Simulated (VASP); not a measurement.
# Sb (Fm-3m) in VASP: notebook, part 2 of 2

VASP 6.6.1.

**3. Relaxation of cell and atoms, PBEsol+D3(BJ)**

File INCAR:

```
SYSTEM = Sb
  PREC = Accurate
  ENCUT = 600
  EDIFF = 1E-7
  ISMEAR = -1
  SIGMA = 0.05
  LREAL = .False.
  LASPH = .True.
  NELM = 100
  ALGO = Normal
  ISIF = 3
  LWAVE = .False.
  LCHARG = .False.
  GGA = PS
  IVDW = 12
  IBRION = 2
  NSW = 60
  EDIFFG = -0.01
```

File KPOINTS:

```
regular mesh
0
Gamma
  10 10 10
  0 0 0
```

File POSCAR:

```
Sb
1.0
    0.0000000000      2.3712425216      2.3712425216
    2.3712425216      0.0000000000      2.3712425216
    2.3712425216      2.3712425216      0.0000000000
Sb
1
Direct
    0.0000000000      0.0000000000      0.0000000000
```

Potentials or basis: VASP PAW PBE potentials, release 64 (Sb).

Run with:

```sh
> cat potpaw_PBE.64/Sb/POTCAR > POTCAR
> mpirun -np 1 vasp_std > vasp.out
```

OUTCAR:

```text
SYSTEM = Sb
   PREC = Accurate
   ENCUT = 600
   EDIFF = 1E-7
   ISMEAR = -1
   LREAL = .False.
   LASPH = .True.
   NELM = 100
   ISIF = 3
   GGA = PS
   IVDW = 12
   IBRION = 2
   NSW = 60
   EDIFFG = -0.01
 IVDW          = 12

 ion  position               nearest neighbor table
   1  0.000  0.000  0.000-

  LATTYP: Found a face centered cubic cell.
 ALAT       =     4.7424850432

  Lattice vectors:

 A1 = (   0.0000000000,   2.3712425216,   2.3712425216)
 A2 = (   2.3712425216,   0.0000000000,   2.3712425216)
 A3 = (   2.3712425216,   2.3712425216,   0.0000000000)

Analysis of symmetry for initial positions (statically):
=====================================================================
 Subroutine PRICEL returns:
 Original cell was already a primitive cell.

[... 173 lines left out ...]
 E8    (eV) :    -0.3512
[... 69 lines left out ...]
--------------------------------------- Ionic step        3  -------------------------------------------

 number of electron       5.0000000 magnetization

 Free energy of the ion-electron system (eV)
  ---------------------------------------------------
  ext. energy  EPLUGINS =         0.00000000
  ---------------------------------------------------
  free energy    TOTEN  =        -4.28500415 eV

  energy without entropy =       -4.27894924  energy(sigma->0) =       -4.28197669

 E-fermi :   9.4348     XC(G=0): -10.6896

 val. band max:        9.4284271367   @ k =  -0.2000   0.2000   0.0000
 cond. band min:       9.4462220031   @ k =   0.5000   0.4000   0.1000
 fundamental gap:      0.0177948664
 Fermi energy:         9.4347732167

 k-point     1 :       0.0000    0.0000    0.0000
  band No.  band energies     occupation
      1      -4.1336      2.00000
      2      15.4008      0.00000
      3      15.4008      0.00000
      4      15.4008      0.00000
      5      19.7360      0.00000
      6      19.7360      0.00000
[... 199 lines left out ...]
 k-point    24 :       0.4000    0.3000    0.0000
  band No.  band energies     occupation
      1      -0.5673      2.00000
      2       7.4245      2.00000
      3       9.6820      0.01415
      4      10.6983      0.00000
      5      14.6511      0.00000
      6      16.0056      0.00000

 [... further k-points ...]

------------------------ aborting loop because EDIFF is reached ----------------------------------------

 Edisp (eV)   -0.55172

 E8    (eV) :    -0.3787
[... 24 lines left out ...]
  FREE ENERGIE OF THE ION-ELECTRON SYSTEM (eV)
  ---------------------------------------------------
  free  energy   TOTEN  =        -4.8367277315 eV

  energy  without entropy=       -4.8306728189  energy(sigma->0) =       -4.83370028

 reached required accuracy - stopping structural energy minimisation
```

CONTCAR:

```text
Sb
   1.00000000000000
    -0.0000000000000000    2.3154731475939392    2.3154731475939392
     2.3154731475939392   -0.0000000000000000    2.3154731475939392
     2.3154731475939392    2.3154731475939392   -0.0000000000000000
  Sb
     1
Direct
     0.0000000000000000    0.0000000000000000    0.0000000000000000

  0.00000000E+00  0.00000000E+00  0.00000000E+00
```

It took 44 s on 1 thread of AMD EPYC 7R13, shared host; peak memory 0.14 GiB.

Results:

```
Free energy                            : -4.8367 eV
Relaxed volume                         : 24.83 Å³/atom
Relaxed cell                           : a = 3.275 Å, b = 3.275 Å, c = 3.275 Å, α = 60.00°, β = 60.00°, γ = 60.00°
Space group after relaxing (to 0.05 Å) : Fm-3m (No. 225)
Energy gained by relaxing              : 27.6 meV/atom
Ionic steps                            : 3
Pressure after relaxing                : 0.0 GPa
Dispersion energy per atom             : -0.552 eV
```

Step by step:
| step | energy change (eV) | largest force (eV/Å) | pressure (GPa) | volume (Å³) |
| --- | --- | --- | --- | --- |
| 1 | 0.0000 | 0.0000 | -4.46 | 26.67 |
| 2 | -0.0189 | 0.0000 | 3.17 | 23.90 |
| 3 | -0.0276 | 0.0000 | -0.02 | 24.83 |

Final structure:
```
Sb
1.0
     0.00000    2.31547    2.31547
     2.31547    0.00000    2.31547
     2.31547    2.31547    0.00000
Sb
1
Direct
  0.00000 0.00000 0.00000
```

Caveat: the PAW data sets were made with another functional, which shifts forces and pressure a little; spin-orbit coupling is left out, which moves the levels of the heavy elements; pairwise dispersion overbinds metals, which lowers pressure and volume.

**4. Relaxation of cell and atoms, PBEsol+D4**

File INCAR:

```
SYSTEM = Sb
ALGO = Normal
EDIFF = 1E-7
EDIFFG = -0.01
ENCUT = 600
GGA = PS
IBRION = 2
ISIF = 3
ISMEAR = -1
IVDW = 13
LASPH = .TRUE.
LCHARG = .FALSE.
LREAL = .FALSE.
LWAVE = .FALSE.
NELM = 60
NSW = 60
PREC = Accurate
SIGMA = 0.05
```

File KPOINTS:

```
k-points
0
G
  10 10 10
  0 0 0
```

POSCAR is that of step 3.

Run with:

```sh
> cat potpaw_PBE.64/Sb/POTCAR > POTCAR
> mpirun -np 1 vasp_std > vasp.out
```

It took 43 s on 1 thread of AMD EPYC 7R13, shared host; peak memory 0.13 GiB.

It converged, with:

| Quantity | Value |
| --- | --- |
| Free energy | -4.6399 eV |
| Relaxed volume | 25.33 Å³/atom |
| Relaxed cell | a = 3.297 Å, b = 3.297 Å, c = 3.297 Å, α = 60.00°, β = 60.00°, γ = 60.00° |
| Space group after relaxing (to 0.05 Å) | Fm-3m (No. 225) |
| Energy gained by relaxing | 13.9 meV/atom |
| Ionic steps | 3 |
| Pressure after relaxing | 0.0 GPa |
| Dispersion energy per atom | -0.346 eV |

The path:
| step | energy change (eV) | largest force (eV/Å) | pressure (GPa) | volume (Å³) |
| --- | --- | --- | --- | --- |
| 1 | 0.0000 | 0.0000 | -3.17 | 26.67 |
| 2 | -0.0100 | 0.0000 | 1.97 | 24.68 |
| 3 | -0.0139 | 0.0000 | -0.01 | 25.33 |

Final structure:
```
Sb
1.0
     0.00000    2.33106    2.33106
     2.33106    0.00000    2.33106
     2.33106    2.33106    0.00000
Sb
1
Direct
  0.00000 0.00000 0.00000
```

Levels at points of the mesh, in eV from the Fermi level:
| k point | band 1 | band 2 | band 3 | band 4 | band 5 |
| --- | --- | --- | --- | --- | --- |
| (0.00, 0.00, 0.00) | -13.40 | 5.81 | 5.81 | 5.81 | 10.23 |
| (0.50, 0.00, 0.00) | -9.30 | -6.20 | 3.96 | 3.96 | 8.62 |
| (0.50, 0.50, 0.00) | -7.49 | -5.23 | 0.42 | 0.42 | 4.22 |

Caveat: the PAW data sets were made with another functional, which shifts forces and pressure a little; spin-orbit coupling is left out, which moves the levels of the heavy elements; pairwise dispersion overbinds metals, which lowers pressure and volume.

**5. Relaxation of cell and atoms, RPBE+D3(BJ)**

File INCAR:

```
SYSTEM = Sb
ALGO = Normal
EDIFF = 1E-6
EDIFFG = -0.01
ENCUT = 600
GGA = RP
IBRION = 2
ISIF = 3
ISMEAR = -1
IVDW = 12
LASPH = .True.
LCHARG = .False.
LREAL = .False.
LWAVE = .False.
NELM = 80
NSW = 60
PREC = Accurate
SIGMA = 0.05
```

File KPOINTS:

```
k-points
0
Gamma
  10 10 10
  0 0 0
```

POSCAR is that of step 4.

Run with:

```sh
> cat potpaw_PBE.64/Sb/POTCAR > POTCAR
> mpirun -np 1 vasp_std > vasp.out
```

It took 60 s on 1 thread of AMD EPYC 7R13, shared host; peak memory 0.15 GiB.

Results (log left out):

```
Free energy                            : -6.5595 eV
Relaxed volume                         : 19.93 Å³/atom
Relaxed cell                           : a = 3.043 Å, b = 3.043 Å, c = 3.043 Å, α = 60.00°, β = 60.00°, γ = 60.00°
Space group after relaxing (to 0.05 Å) : Fm-3m (No. 225)
Energy gained by relaxing              : 632.4 meV/atom
Ionic steps                            : 5
Pressure after relaxing                : 0.0 GPa
Dispersion energy per atom             : -3.853 eV
```

Step by step:
```
step  energy change (eV)  largest force (eV/Å)  pressure (GPa)  volume (Å³)
   1              0.0000                0.0000          -21.91        26.67
   2              0.4625                0.0000           90.91        14.92
   3             -0.6284                0.0000           -3.07        20.34
   4             -0.6319                0.0000           -1.11        20.07
   5             -0.6324                0.0000            0.03        19.93
```

Final structure:
```
Sb
1.0
     0.00000    2.15203    2.15203
     2.15203    0.00000    2.15203
     2.15203    2.15203    0.00000
Sb
1
Direct
  0.00000 0.00000 0.00000
```

Levels at points of the mesh, in eV from the Fermi level:
| k point | band 1 | band 2 | band 3 | band 4 | band 5 | band 6 |
| --- | --- | --- | --- | --- | --- | --- |
| (0.00, 0.00, 0.00) | -15.70 | 7.86 | 7.86 | 7.86 | 9.95 | 10.98 |
| (0.50, 0.00, 0.00) | -10.01 | -8.03 | 5.29 | 5.29 | 9.38 | 9.88 |
| (0.50, 0.50, 0.00) | -7.38 | -6.78 | 0.41 | 0.41 | 4.47 | 4.63 |

Caveat: the volume moved by over 15 % at a fixed basis, so the end points are rough; the PAW data sets were made with another functional, which shifts forces and pressure a little; spin-orbit coupling is left out, which moves the levels of the heavy elements; pairwise dispersion overbinds metals, which lowers pressure and volume.

**6. The runs side by side**

```tsv
level	gap on the mesh (eV)	pressure (GPa)	relaxed volume (Å³/atom)
PBE+D4	none	0.0	26.04
PBEsol+D3(BJ)	none	0.0	24.83
PBEsol+D4	none	0.0	25.33
RPBE+D3(BJ)	none	0.0	19.93
```

Alike in all rows: task relaxation of cell and atoms; potentials or basis VASP PAW PBE potentials, release 64 (Sb); no spin polarisation; cell relaxed; k mesh 10 × 10 × 10; cutoff (eV) 600; smearing fermi-dirac 0.05 eV.

Caveats: spin-orbit coupling is left out, which moves the levels of the heavy elements; pairwise dispersion overbinds metals, which lowers pressure and volume; the PAW data sets were made with another functional, which shifts forces and pressure a little (some runs); the volume moved by over 15 % at a fixed basis, so the end points are rough (some runs).

Absolute energies hang on the potentials; compare differences alone.
